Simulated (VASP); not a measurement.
# Si2Mo (I4/mmm) in VASP: notebook

Si2Mo is run at these levels: PBE; tasks: single point.

All numbers are computed with VASP 6.6.1; they aren't measurements. Logs are shortened: lines on timing, memory, paths and dates and some standing lists are left out, and cuts for length are marked.

### 1 The cell of the first run

Symmetry: I4/mmm, No. 139, tetragonal system. Conventional cell: a = 3.303 Å, b = 3.303 Å, c = 7.873 Å, α = 90.00°, β = 90.00°, γ = 90.00°. Si (site symmetry 4mm) has 9 Si at 2.60 to 3.30 Å and 5 Mo at 2.64 to 2.67 Å within 3.4 Å. Mo (site symmetry 4/mmm) has 10 Si at 2.64 to 2.67 Å and 4 Mo at 3.30 Å within 3.5 Å.

### 2 Single point, PBE (atoms displaced along a vibrational mode, the cell strained)

File INCAR:

```
PREC = Accurate ; ENCUT = 520
EDIFF = 1E-7 ; ISMEAR = 0
SIGMA = 0.15 ; LREAL = F
LASPH = T ; NELM = 80
ALGO = Normal ; ISIF = 2
LWAVE = F ; LCHARG = F
GGA = PE ; NBANDS = 18
```

File KPOINTS:

```
Automatic mesh
0
Gamma
  18 18 18
```

File POSCAR:

```
Si2Mo
1.0
   -1.6514324432      1.6514324432      3.9366136217
    1.6514324432     -1.6514324432      3.9366136217
    1.6514324432      1.6514324432     -3.9366136217
Si Mo
2 1
Direct
    0.3350971189      0.3350971189      0.0000000000
    0.6649028811      0.6649028811      0.0000000000
    0.0000000000      0.0000000000      0.0000000000
```

Potentials or basis: VASP PAW PBE potentials, release 64 (Si, Mo_sv).

Launch:

```
$ cat potpaw_PBE.64/Si/POTCAR potpaw_PBE.64/Mo_sv/POTCAR > POTCAR
$ mpirun -np 1 vasp_std > vasp.out
```

OUTCAR:

```text
PREC = Accurate
   ENCUT = 520
   EDIFF = 1E-7
   ISMEAR = 0
   LREAL = F
   LASPH = T
   NELM = 80
   ISIF = 2
   GGA = PE

 ion  position               nearest neighbor table
   1  0.335  0.335  0.000-   2 2.60   3 2.64   3 2.67   3 2.67   3 2.67   3 2.67   2 2.69   2 2.69
                             2 2.69   2 2.69
   2  0.665  0.665  0.000-   1 2.60   3 2.64   3 2.67   3 2.67   3 2.67   3 2.67   1 2.69   1 2.69
                             1 2.69   1 2.69
   3  0.000  0.000  0.000-   1 2.64   2 2.64   2 2.67   1 2.67   2 2.67   2 2.67   2 2.67   1 2.67
                             1 2.67   1 2.67

  LATTYP: Found a body centered tetragonal cell.
 ALAT       =     3.3028648864
 C/A-ratio  =     2.3837569850

  Lattice vectors:

 A1 = (  -1.6514324432,   1.6514324432,   3.9366136217)
 A2 = (   1.6514324432,  -1.6514324432,   3.9366136217)
 A3 = (   1.6514324432,   1.6514324432,  -3.9366136217)

Analysis of symmetry for initial positions (statically):
=====================================================================
 Subroutine PRICEL returns:
 Original cell was already a primitive cell.

 Routine SETGRP: Setting up the symmetry group for a
 body centered tetragonal supercell.

 Subroutine GETGRP returns: Found 16 space group operations
 (whereof 16 operations were pure point group operations)
 out of a pool of 16 trial point group operations.

The static configuration has the point symmetry D_4h.

Analysis of symmetry for dynamics (positions and initial velocities):
=====================================================================
 Subroutine PRICEL returns:
 Original cell was already a primitive cell.

 Routine SETGRP: Setting up the symmetry group for a
 body centered tetragonal supercell.

 Subroutine GETGRP returns: Found 16 space group operations
 (whereof 16 operations were pure point group operations)
 out of a pool of 16 trial point group operations.

The dynamic configuration has the point symmetry D_4h.

 Subroutine INISYM returns: Found 16 space group operations
 (whereof 16 operations are pure point group operations),
 and found     1 'primitive' translations

----------------------------------------------------------------------------------------

                                     Primitive cell

  volume of cell :      42.9442

  direct lattice vectors                    reciprocal lattice vectors
    -1.651432443  1.651432443  3.936613622     0.000000000  0.302767456  0.127012719
     1.651432443 -1.651432443  3.936613622     0.302767456  0.000000000  0.127012719
     1.651432443  1.651432443 -3.936613622     0.302767456  0.302767456  0.000000000

  length of vectors
     4.577268294  4.577268294  4.577268294     0.328329657  0.328329657  0.428177843

  position of ions in fractional coordinates (direct lattice)
     0.335097119  0.335097119  0.000000000
     0.664902881  0.664902881  0.000000000
     0.000000000  0.000000000  0.000000000

  ion indices of the primitive-cell ions
   primitive index   ion index
                 1           1
                 2           2
                 3           3

----------------------------------------------------------------------------------------

 KPOINTS: Automatic mesh

Automatic generation of k-mesh.
 Grid dimensions read from file:
 generate k-points for:   18   18   18

 Generating k-lattice:

  Cartesian coordinates                     Fractional coordinates (reciprocal lattice)
     0.000000000  0.016820414  0.007056262     0.055555556 -0.000000000  0.000000000
     0.016820414  0.000000000  0.007056262    -0.000000000  0.055555556  0.000000000
     0.016820414  0.016820414  0.000000000     0.000000000  0.000000000  0.055555556

  Length of vectors
     0.018240536  0.018240536  0.023787658

  Shift w.r.t. Gamma in fractional coordinates (k-lattice)
     0.000000000  0.000000000  0.000000000

 Subroutine IBZKPT returns following result:
 ===========================================

 Found    480 irreducible k-points:

 Following reciprocal coordinates:
            Coordinates               Weight
  0.000000  0.000000  0.000000      1.000000
  0.055556  0.000000  0.000000      8.000000
  0.111111  0.000000  0.000000      8.000000
  0.166667  0.000000  0.000000      8.000000
  0.222222  0.000000  0.000000      8.000000
  0.277778  0.000000  0.000000      8.000000
[... 16 lines left out ...]
 -0.277778  0.055556  0.000000     16.000000
 -0.222222  0.055556  0.000000     16.000000
 [... further k-points ...]
   k-points           NKPTS =    480   k-points in BZ     NKDIM =    480   number of bands    NBANDS=     18
   number of dos      NEDOS =    301   number of ions     NIONS =      3
   total plane-waves  NPLWV =  46656
   dimension x,y,z NGX =    36 NGY =   36 NGZ =   36
   dimension x,y,z NGXF=    72 NGYF=   72 NGZF=   72
   ions per type =               2   1
   NGX,Y,Z   is equivalent  to a cutoff of  13.08, 13.08, 13.08 a.u.
   NGXF,Y,Z  is equivalent  to a cutoff of  26.15, 26.15, 26.15 a.u.
 SYSTEM =  unknown system
   PREC   = accura    normal or accurate (medium, high low for compatibility)
   ISTART =      0    job   : 0-new  1-cont  2-samecut
   ICHARG =      2    charge: 1-file 2-atom 10-const
   ISPIN  =      1    spin polarized calculation?
   LNONCOLLINEAR =      F non collinear calculations
   LSORBIT =      F    spin-orbit coupling
   LASPH  =      T    aspherical Exc in radial PAW
   ENCUT  =  520.0 eV  38.22 Ry    6.18 a.u.   8.51  8.51  8.51*2*pi/ulx,y,z
   NELM   =     80;   NELMIN=  2; NELMDL= -5     # of ELM steps
   EDIFF  = 0.1E-06   stopping-criterion for ELM
   LREAL  =      F    real-space projection
   EDIFFG = 0.1E-05   stopping-criterion for IOM
   NSW    =      0    number of steps for IOM
   IBRION =     -1    ionic relax: 0-MD 1-quasi-New 2-CG
   NFREE  =      0    steps in history (QN), initial steepest desc. (CG)
   ISIF   =      2    stress and relaxation
   ISYM   =      2    0-nonsym 1-usesym 2-fastsym
   POTIM  = 0.5000    time-step for ionic-motion
   TEBEG  =    0.0;   TEEND  =   0.0 temperature during run
   PSTRESS=    0.0 pullay stress
   NELECT =      22.0000    total number of electrons
   NUPDOWN=      -1.0000    fix difference up-down
   EMIN   =  10.00;   EMAX   =-10.00  energy-range for DOS
   EFERMI =   0.00;   METHOD = LEGACY
   ISMEAR =     0;   SIGMA  =   0.15  broadening in eV -4-tet -1-fermi 0-gaus
   EFERMI_NEDOS =   21; number of points for ismear=-14 and -15
   IALGO  =     38    algorithm
   IMIX   =      4    mixing-type and parameters
     AMIX     =   0.40;   BMIX     =  1.00
     AMIX_MAG =   1.60;   BMIX_MAG =  1.00
  volume/ion in A,a.u.               =      14.31        96.60
  Fermi-wavevector in a.u.,A,eV,Ry     =   1.309928  2.475406 23.346409  1.715913
  Thomas-Fermi vector in A             =   2.440494
   LORBIT       =      0    0 simple, 1 ext, 2 COOP (PROOUT), +10 PAW based schemes
   GGA     = PE    functional components
   LHFCALC =     F    Hartree Fock is set to
   AEXX    =    0.0000 exact exchange contribution
   IVDW    =     0    specifies the selected vdW correction
   LEPSILON=     F    determine dielectric tensor
   LRPA    =     F    only Hartree local field effects (RPA)
 non-spin polarized calculation
 Gauss-broadening in eV      SIGMA  =   0.15
  energy-cutoff  :      520.00
  volume of cell :       42.94
 maximum number of plane-waves:      1171
 NGX is ok and might be reduce to    36
   NGX = 17   NGY = 17   NGZ = 17

 number of electron      21.9999999 magnetization

 Free energy of the ion-electron system (eV)
  ---------------------------------------------------
  ext. energy  EPLUGINS =         0.00000000
  ---------------------------------------------------
  free energy    TOTEN  =       -23.18013382 eV

  energy without entropy =      -23.17741967  energy(sigma->0) =      -23.17877675

 E-fermi :  11.2280     XC(G=0): -12.1175

 val. band max:       11.2241976214   @ k =  -0.2778  -0.2778   0.2222
 cond. band min:      11.3079482273   @ k =  -0.3889   0.5000   0.3333
 fundamental gap:      0.0837506059
 Fermi energy:        11.2279676142

 k-point     1 :       0.0000    0.0000    0.0000
  band No.  band energies     occupation
      1     -49.5164      2.00000
      2     -23.6072      2.00000
      3     -23.5986      2.00000
      4     -23.5986      2.00000
      5      -1.6091      2.00000
      6       5.3544      2.00000
[... 10 lines left out ...]
     17      16.1293      0.00000
     18      16.1293      0.00000

 k-point     2 :       0.0556    0.0000    0.0000
  band No.  band energies     occupation
      1     -49.5161      2.00000
      2     -23.6069      2.00000
      3     -23.6041      2.00000
      4     -23.5981      2.00000
      5      -1.5567      2.00000
      6       5.3494      2.00000
[... 10 lines left out ...]
     17      16.1536      0.00000
     18      16.4701      0.00000

 k-point     3 :       0.1111    0.0000    0.0000
  band No.  band energies     occupation
      1     -49.5150      2.00000
      2     -23.6200      2.00000
      3     -23.6058      2.00000
      4     -23.5967      2.00000
      5      -1.4004      2.00000
      6       5.3225      2.00000
[... 10 lines left out ...]
     17      16.2832      0.00000
     18      17.2321      0.00000

 k-point     4 :       0.1667    0.0000    0.0000
  band No.  band energies     occupation
      1     -49.5135      2.00000
      2     -23.6443      2.00000
      3     -23.6043      2.00000
      4     -23.5944      2.00000
      5      -1.1435      2.00000
      6       5.2324      2.00000
[... 10 lines left out ...]
     17      16.6684      0.00000
     18      18.2036      0.00000

 k-point     5 :       0.2222    0.0000    0.0000
  band No.  band energies     occupation
      1     -49.5115      2.00000
      2     -23.6739      2.00000
      3     -23.6023      2.00000
      4     -23.5917      2.00000
      5      -0.7913      2.00000
      6       5.0059      2.00000
[... 10 lines left out ...]
     17      17.2620      0.00000
     18      19.2953      0.00000

 k-point     6 :       0.2778    0.0000    0.0000
  band No.  band energies     occupation
      1     -49.5094      2.00000
      2     -23.7052      2.00000
      3     -23.6002      2.00000
      4     -23.5888      2.00000
      5      -0.3512      2.00000
      6       4.5997      2.00000
[... 10 lines left out ...]
     17      17.7295      0.00000
     18      19.8938      0.00000

 k-point     7 :       0.3333   -0.0000    0.0000
  band No.  band energies     occupation
      1     -49.5075      2.00000
      2     -23.7345      2.00000
      3     -23.5982      2.00000
      4     -23.5860      2.00000
      5       0.1673      2.00000
      6       4.0535      2.00000
[... 10 lines left out ...]
     17      17.7378      0.00000
     18      19.9879      0.00000

 k-point     8 :       0.3889    0.0000    0.0000
  band No.  band energies     occupation
      1     -49.5059      2.00000
      2     -23.7582      2.00000
      3     -23.5966      2.00000
      4     -23.5838      2.00000
      5       0.7523      2.00000
      6       3.4253      2.00000
[... 10 lines left out ...]
     17      17.5043      0.00000
     18      19.1799      0.00000
[... 229 lines left out ...]
     17      17.8161      0.00000
     18      18.5125      0.00000

 k-point    20 :      -0.4444    0.0556    0.0000
  band No.  band energies     occupation
      1     -49.5045      2.00000
      2     -23.7728      2.00000
      3     -23.5947      2.00000
      4     -23.5875      2.00000
      5       1.3326      2.00000
      6       2.8767      2.00000
[... 10 lines left out ...]
     17      17.9011      0.00000
     18      18.9481      0.00000

 k-point    21 :      -0.3889    0.0556    0.0000
  band No.  band energies     occupation
      1     -49.5056      2.00000
      2     -23.7574      2.00000
      3     -23.5956      2.00000
      4     -23.5890      2.00000
      5       0.7044      2.00000
      6       3.5526      2.00000
[... 10 lines left out ...]
     17      17.9889      0.00000
     18      19.6343      0.00000

 k-point    22 :      -0.3333    0.0556   -0.0000
  band No.  band energies     occupation
      1     -49.5072      2.00000
      2     -23.7337      2.00000
      3     -23.5970      2.00000
      4     -23.5912      2.00000
      5       0.1293      2.00000
      6       4.2057      2.00000
[... 10 lines left out ...]
     17      17.9620      0.00000
     18      19.3102      0.00000

 k-point    23 :      -0.2778    0.0556    0.0000
  band No.  band energies     occupation
      1     -49.5091      2.00000
      2     -23.7044      2.00000
      3     -23.5990      2.00000
      4     -23.5940      2.00000
      5      -0.3770      2.00000
      6       4.8030      2.00000
[... 10 lines left out ...]
     17      17.5943      0.00000
     18      19.1864      0.00000

 k-point    24 :      -0.2222    0.0556    0.0000
  band No.  band energies     occupation
      1     -49.5112      2.00000
      2     -23.6732      2.00000
      3     -23.6011      2.00000
      4     -23.5970      2.00000
      5      -0.8031      2.00000
      6       5.2641      2.00000
[... 10 lines left out ...]
     17      16.9827      0.00000
     18      19.3005      0.00000

 [... further k-points ...]

------------------------ aborting loop because EDIFF is reached ----------------------------------------

  FORCE on cell =-STRESS in cart. coord.  units (eV):
  Direction    XX          YY          ZZ          XY          YZ          ZX
  --------------------------------------------------------------------------------------
  -------------------------------------------------------------------------------------
  Total       -3.1213509     -3.1213509     -1.0618279      0.0000000      0.0000000      0.0000000
  in kB     -116.4524873   -116.4524873    -39.6150607      0.0000000      0.0000000      0.0000000
  external PRESSURE =     -90.8400118 kB  Pullay stress =       0.0000000 kB

 VOLUME and BASIS-vectors are now :
 -----------------------------------------------------------------------------
  energy-cutoff  :      520.00
  volume of cell :       42.94
      direct lattice vectors                 reciprocal lattice vectors
    -1.651432443  1.651432443  3.936613622     0.000000000  0.302767456  0.127012719
     1.651432443 -1.651432443  3.936613622     0.302767456  0.000000000  0.127012719
     1.651432443  1.651432443 -3.936613622     0.302767456  0.302767456  0.000000000

 POSITION                                       TOTAL-FORCE (eV/Angst)
 -----------------------------------------------------------------------------------
      0.00000      0.00000      2.63830         0.000000      0.000000      0.080128
      0.00000      0.00000      5.23493        -0.000000     -0.000000     -0.080128
      0.00000      0.00000      0.00000        -0.000000     -0.000000      0.000000
 -----------------------------------------------------------------------------------
    total drift:                                0.000000      0.000000     -0.000000

  FREE ENERGIE OF THE ION-ELECTRON SYSTEM (eV)
  ---------------------------------------------------
  free  energy   TOTEN  =       -23.1801338199 eV

  energy  without entropy=      -23.1774196747  energy(sigma->0) =      -23.17877675
```

Run time: 11 min. Hardware: 1 thread of Intel Xeon 8259CL, shared host; peak memory 0.48 GiB.

Results:

* Free energy: -23.1801 eV
* Pressure: -9.1 GPa
* Largest force: 0.080 eV/Å
* Band gap on the k mesh: zero (bands 11 and 12 overlap by 0.83 eV)

Forces on the atoms (eV/Å):
```
Si   0.000  0.000  0.080
Si   0.000  0.000 -0.080
Mo   0.000  0.000  0.000
```

Caveat: the cell differs from its parent crystal (atoms displaced along a vibrational mode, the cell strained); the cell stands under tension.

### 3 Single point, PBE (atoms displaced along a vibrational mode, the cell strained)

File INCAR:

```
PREC     = Accurate       # precision mode
ENCUT    = 520            # plane-wave cutoff, eV
EDIFF    = 1E-7           # SCF threshold, eV
ISMEAR   = 0              # smearing method
SIGMA    = 0.15           # smearing width, eV
LREAL    = F              # projectors in reciprocal space
LASPH    = T              # aspherical terms in the spheres
NELM     = 60             # most SCF steps
ALGO     = Normal         # electronic algorithm
ISIF     = 2              # what is computed and relaxed
LWAVE    = F              # write WAVECAR
LCHARG   = F              # write CHGCAR
GGA      = PE             # functional
NBANDS   = 18             # bands
```

File KPOINTS:

```
regular mesh
0
Gamma
  18 18 18
```

File POSCAR:

```
Si2Mo
1.0
   -1.6728253053      1.6728253053      3.9366136217
    1.6728253053     -1.6728253053      3.9366136217
    1.6728253053      1.6728253053     -3.9366136217
Si Mo
2 1
Direct
    0.3350971189      0.3350971189      0.0000000000
    0.6649028811      0.6649028811      0.0000000000
    0.0000000000      0.0000000000      0.0000000000
```

Potentials or basis: VASP PAW PBE potentials, release 64 (Si, Mo_sv).

Launch:

```
$ cat potpaw_PBE.64/Si/POTCAR potpaw_PBE.64/Mo_sv/POTCAR > POTCAR
$ mpirun -np 1 vasp_std > vasp.out
```

Run time: 11 min. Hardware: 1 thread of Intel Xeon 8259CL, shared host; peak memory 0.48 GiB.

It converged, with:

- Free energy: -23.0821 eV
- Pressure: -12.7 GPa
- Largest force: 0.111 eV/Å
- Band gap on the k mesh: zero (bands 11 and 12 overlap by 0.75 eV)

Forces in eV/Å, atoms in the order of the input:
```
Si   0.000  0.000  0.111
Si   0.000  0.000 -0.111
Mo   0.000  0.000  0.000
```

Stress tensor (GPa, compression positive):
```
-16.34   0.00   0.00
  0.00 -16.34   0.00
  0.00   0.00  -5.53
```

Levels at points of the mesh, in eV from the Fermi level:
```tsv
k point	band 7	band 8	band 9	band 10	band 11	band 12	band 13	band 14	band 15	band 16
(0.00, 0.00, 0.00)	-2.99	-2.50	-2.44	-2.44	0.25	2.52	3.08	3.08	3.59	3.88
(0.50, 0.00, 0.00)	-4.38	-4.05	-2.40	-2.12	-0.40	1.90	2.82	3.60	4.28	5.29
(0.50, 0.50, 0.00)	-5.19	-5.15	-4.07	-2.38	-1.14	1.93	2.44	3.26	3.47	4.45
(0.50, 0.50, 0.50)	-2.97	-1.95	-0.63	-0.63	-0.38	-0.38	0.38	4.38	5.09	6.17
```

Caveat: the cell differs from its parent crystal (atoms displaced along a vibrational mode, the cell strained); the cell stands under tension.
